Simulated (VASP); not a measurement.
Set up this calculation in VASP 6.6.1, as the native input.

* Task: single point
* Functional: LDA
* Potentials or basis: VASP PAW LDA potentials, release 64 (Na_pv, Cl)
* Cutoff: 520 eV
* k mesh: 8 × 8 × 8
* Occupations: gaussian, width 0.02 eV
* Spin: no spin polarisation
* Dipole correction: no
* Further INCAR settings: ALGO = Normal; EDIFF = 1e-06; NBANDS = 14

The structure of NaCl (lda) lies in POSCAR:

```
NaCl
1.0
    0.0000000000      2.7321951208      2.7321951208
    2.7321951208      0.0000000000      2.7321951208
    2.7321951208      2.7321951208      0.0000000000
Na Cl
1 1
Direct
    0.0000000000      0.0000000000      0.0000000000
    0.5000000000      0.5000000000      0.5000000000
```

One way to write it, as run:

INCAR

```
SYSTEM = NaCl
PREC     = Accurate       ! precision mode
ENCUT    = 520            ! plane-wave cutoff, eV
EDIFF    = 1E-6           ! SCF threshold, eV
ISMEAR   = 0              ! smearing method
SIGMA    = 0.02           ! smearing width, eV
LREAL    = .FALSE.        ! projectors in reciprocal space
LASPH    = .TRUE.         ! aspherical terms in the spheres
NELM     = 100            ! most SCF steps
ALGO     = Normal         ! electronic algorithm
ISIF     = 2              ! what is computed and relaxed
LWAVE    = .FALSE.        ! write WAVECAR
LCHARG   = .FALSE.        ! write CHGCAR
NBANDS   = 14             ! bands
```

KPOINTS

```
Automatic mesh
0
G
  8 8 8
  0 0 0
```

Potentials or basis: VASP PAW LDA potentials, release 64 (Na_pv, Cl).

Launch:

```sh
$ cat potpaw_LDA.64/Na_pv/POTCAR potpaw_LDA.64/Cl/POTCAR > POTCAR
$ mpirun -np 1 vasp_std > vasp.out
```

Results of the run:

* Pressure: 0.0 GPa
* Band gap on the k mesh: 5.08 eV, direct

Run time: 12 s on 1 thread of AMD EPYC 9R45 (Zen 5), on a shared host, peak memory 0.1 GiB.
